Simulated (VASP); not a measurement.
Wanted: the native input for a VASP 6.6.1 run.

* Task: single point
* Functional: PBE
* Potentials or basis: VASP PAW PBE potentials, release 64 (In_d, Pd_sv_GW)
* Cutoff: 630 eV
* k mesh: 9 × 9 × 9
* Occupations: fermi-dirac, width 0.05 eV
* Spin: no spin polarisation
* Dipole correction: no
* Further INCAR settings: ALGO = Normal; EDIFF = 1e-06; NBANDS = 22

The structure of InPd lies in POSCAR:

```
InPd
1.0
    3.2718847800      0.0000000000      0.0000000000
    0.0000000000      3.2718847800      0.0000000000
    0.0000000000      0.0000000000      3.2718847800
In Pd
1 1
Direct
   -0.1050000000     -0.1050000000     -0.1050000000
    0.6050000000      0.6050000000      0.6050000000
```

This cell differs from its parent crystal: shortest bond scaled by 0.58.

One way to write it, as run:

INCAR

```
SYSTEM = InPd
ALGO = Normal
EDIFF = 1E-6
ENCUT = 630
GGA = PE
GGA_COMPAT = .False.
ISIF = 2
ISMEAR = -1
LASPH = .True.
LCHARG = .True.
LELF = .True.
LREAL = .False.
LVHAR = .True.
LWAVE = .False.
NBANDS = 22
NELM = 120
PREC = Accurate
SIGMA = 0.05
```

KPOINTS

```
k-points
0
Gamma
  9 9 9
  0 0 0
```

Potentials or basis: VASP PAW PBE potentials, release 64 (In_d, Pd_sv_GW).

Launch:

```console
$ cat potpaw_PBE.64/In_d/POTCAR potpaw_PBE.64/Pd_sv_GW/POTCAR > POTCAR
$ mpirun -np 1 vasp_std > vasp.out
```

It gave:

- Pressure: 160.5 GPa
- Largest force: 59.158 eV/Å
- Band gap on the k mesh: zero (an odd number of electrons rules out a gap without spin polarisation)

Caveat: the cell differs from its parent crystal (shortest bond scaled by 0.58); atoms lie so close that the PAW spheres overlap strongly, which falsifies energies and pressures; the cell stands under pressure; spin-orbit coupling is left out, which moves the levels of the heavy elements; forces of over 1 eV/Å act on the atoms, so gaps and moduli don't describe the material at rest.

It took 78 s on 1 thread of Intel(R) Xeon(R) Platinum 8259CL CPU @ 2.50GHz (Skylake/Cascade Lake), with other jobs on the host, peak memory 0.25 GiB.
